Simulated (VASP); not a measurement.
Wanted: the native input for a VASP 6.6.1 run.

* Task: relaxation of cell and atoms
* Functional: PBE
* Potentials or basis: VASP PAW PBE potentials, release 64 (Al, Si, N, O)
* Cutoff: 600 eV
* k mesh: 4 × 4 × 4
* Occupations: gaussian, width 0.1 eV
* Spin: no spin polarisation
* Dipole correction: no
* Further INCAR settings: ALGO = Normal; EDIFF = 1e-06; IBRION = 2; EDIFFG = -0.04; NSW = 90; ISIF = 3

The structure of Al3SiNO lies in POSCAR:

```
Al3SiNO
1.0
    4.8713623700      0.0000000000      0.0000000000
    0.0000000000      3.9443762000      0.0000000000
   -2.3658188000      0.0000000000      4.3502241200
Al Si N O
3 1 1 1
Direct
    0.1677060000      0.0000000000      0.8372889800
    0.8322940000      0.0000000000      0.1627110200
    0.5000000000      0.5000000000      0.0000000000
    0.0000000000      0.5000000000      0.0000000000
    0.0000000000      0.5000000000      0.5000000000
    0.5000000000      0.0000000000      0.5000000000
```

The cell was generated, and may not be a known phase.

One way to write it, as run:

INCAR

```
PREC     = Accurate       # precision mode
ENCUT    = 600            # plane-wave cutoff, eV
EDIFF    = 1E-6           # SCF threshold, eV
ISMEAR   = 0              # smearing method
SIGMA    = 0.1            # smearing width, eV
LREAL    = False          # projectors in reciprocal space
LASPH    = True           # aspherical terms in the spheres
NELM     = 60             # most SCF steps
ALGO     = Normal         # electronic algorithm
ISIF     = 3              # what is computed and relaxed
LWAVE    = False          # write WAVECAR
LCHARG   = False          # write CHGCAR
GGA      = PE             # functional
IBRION   = 2              # ionic algorithm
NSW      = 90             # ionic steps
EDIFFG   = -0.04          # ionic threshold
```

KPOINTS

```
regular mesh
0
Gamma
  4 4 4
```

Potentials or basis: VASP PAW PBE potentials, release 64 (Al, Si, N, O).

Run with:

```console
$ cat potpaw_PBE.64/Al/POTCAR potpaw_PBE.64/Si/POTCAR potpaw_PBE.64/N/POTCAR potpaw_PBE.64/O/POTCAR > POTCAR
$ mpirun -np 1 vasp_std > vasp.out
```

Results of the run:

```
Relaxed volume                        : 14.55 Å³/atom
Relaxed cell                          : a = 5.096 Å, b = 4.820 Å, c = 3.584 Å, α = 90.00°, β = 97.38°, γ = 90.00°
Space group after relaxing (to 0.1 Å) : P2/m (No. 10)
Energy gained by relaxing             : 826.0 meV/atom
Ionic steps                           : 51
Pressure after relaxing               : 0.0 GPa
Largest force after relaxing          : 0.022 eV/Å
Band gap on the k mesh                : zero (bands 12 and 13 overlap by 1.37 eV)
```

Caveat: the k points lie up to 0.44 Å⁻¹ apart in the final cell, too coarse for converged energies and pressures of a metal; a cell axis changed by over 15 % at a fixed basis, so the end point is rough.

Run time: 28 min on 1 thread of Intel(R) Xeon(R) 6975P-C (Granite Rapids) (shared host), peak memory 0.26 GiB.
